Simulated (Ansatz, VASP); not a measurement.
ZnS: VASP beside Ansatz

File POSCAR:

```
ZnS
1.0
    3.8087369372      0.0000000000      0.0000000000
   -1.9043684686      3.2984629439      0.0000000000
    0.0000000000      0.0000000000     12.4664650170
Zn S
4 4
Direct
    0.0000000000      0.0000000000      0.0001143893
    0.0000000000      0.0000000000      0.5001143893
    0.3333333333      0.6666666667      0.2500706165
    0.6666666667      0.3333333333      0.7500706165
    0.0000000000      0.0000000000      0.1872361453
    0.0000000000      0.0000000000      0.6872361453
    0.3333333333      0.6666666667      0.4375788490
    0.6666666667      0.3333333333      0.9375788490
```

File INCAR.step1:

```
SYSTEM = ZnS
PREC = Accurate
ENCUT = 520
ISMEAR = 0
SIGMA = 0.02
LREAL = .False.
LASPH = .True.
NELM = 80
NBANDS = 46
GGA = PE
ALGO = Normal
EDIFF = 1E-4
LWAVE = .True.
LCHARG = .False.
```

INCAR.step2

```
SYSTEM = ZnS
PREC = Accurate
ENCUT = 520
EDIFF = 1E-7
ISMEAR = 0
SIGMA = 0.02
LREAL = .False.
LASPH = .True.
NELM = 80
ALGO = Normal
ISIF = 2
LWAVE = .False.
LCHARG = .False.
METAGGA = R2SCAN
LMIXTAU = .True.
NBANDS = 46
ISTART = 1
```

File KPOINTS:

```
Automatic mesh
0
Gamma
  6 6 2
  0 0 0
```

Input for Ansatz:

```yaml
crystal:
  lattice:
    - [3.8087369372, 0.0, 0.0]
    - [-1.9043684686, 3.2984629439, 0.0]
    - [0.0, 0.0, 12.466465017]
  atoms:
    - { symbol: Zn, position: [0.0, 0.0, 0.0001143893] }
    - { symbol: Zn, position: [0.0, 0.0, 0.5001143893] }
    - { symbol: Zn, position: [0.3333333333, 0.6666666667, 0.2500706165] }
    - { symbol: Zn, position: [0.6666666667, 0.3333333333, 0.7500706165] }
    - { symbol: S, position: [0.0, 0.0, 0.1872361453] }
    - { symbol: S, position: [0.0, 0.0, 0.6872361453] }
    - { symbol: S, position: [0.3333333333, 0.6666666667, 0.437578849] }
    - { symbol: S, position: [0.6666666667, 0.3333333333, 0.937578849] }
basis:
  ecutwfc: 500
kpoints:
  mp_grid: { grid: [6, 6, 2] }
  band_path:
    path:
      - [[0.0, 0.0, 0.0], [0.5, 0.0, 0.0], [0.33333333, 0.33333333, 0.0], [0.0, 0.0, 0.0], [0.0, 0.0, 0.5], [0.5, 0.0, 0.5], [0.33333333, 0.33333333, 0.5], [0.0, 0.0, 0.5]]
      - [[0.5, 0.0, 0.5], [0.5, 0.0, 0.0]]
      - [[0.33333333, 0.33333333, 0.5], [0.33333333, 0.33333333, 0.0]]
    npoints: 14
hamiltonian:
  xc: r2scan
scf:
  occupations: { method: gaussian, width: 0.02 }
  n_extra_bands: 20
output:
  forces: true
  stress: true
  eigenvalues: true
  populations: true
  dos: { projected: true, de: 0.02, nscf_kmesh: { grid: [9, 9, 3] } }
  bader: true
  write_density: true
  write_potential: true
  elf: true
  volumetric_format: npy
```

Alike in both runs: task single point; functional r2SCAN; k mesh 6 × 6 × 2; occupations gaussian, width 0.02 eV; no spin polarisation.

|  | VASP | Ansatz |
| --- | --- | --- |
| version | VASP 6.6.1 | Ansatz 0.2.0 |
| potentials or method | VASP PAW PBE potentials, release 64 (Zn, S), cutoff 520 eV | scalar-relativistic, plane waves, PAW |
| valence electrons in the cell | 72 | 72 |

```tsv
	VASP	Ansatz	Ansatz less VASP
gap on the k mesh at the Fermi level (eV)	2.75	2.74	-0.010
least direct gap on the mesh (eV)	2.75	2.74	-0.010
pressure (GPa)	0.0	0.0	-0.01
rms of the force components (eV/Å)	0.004	0.000	-0.0041
```

VASP's potentials were made for PBE, not for r2SCAN. Atom by atom the forces differ by 0.004 eV/Å (rms over components).
